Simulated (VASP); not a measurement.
Crystal: LiCl.

```xyz
2
Lattice="0.0000 2.5746 2.5746 2.5746 0.0000 2.5746 2.5746 2.5746 0.0000" Properties=species:S:1:pos:R:3 pbc="T T T"
Li    0.0000    0.0000    0.0000
Cl    2.5746    2.5746    2.5746
```

Base run:

```yaml
Program: VASP 6.6.1
Functional: HSE06
Potentials_or_basis: VASP PAW PBE potentials, release 64 (Li_sv, Cl)
Cutoff: 520 eV
k_mesh: 6 × 6 × 6
Occupations: gaussian, width 0.02 eV
Spin: no spin polarisation
```

Its results: band gap on the k mesh 7.66 eV.

Question: The run is repeated on the same cell with these changes: functional from HSE06 to PBE; k mesh from 6 × 6 × 6 to 8 × 8 × 8. What comes out?

Answer: Band gap on the k mesh 6.27 eV.

Several settings changed at once.

A k mesh can miss the band edges.
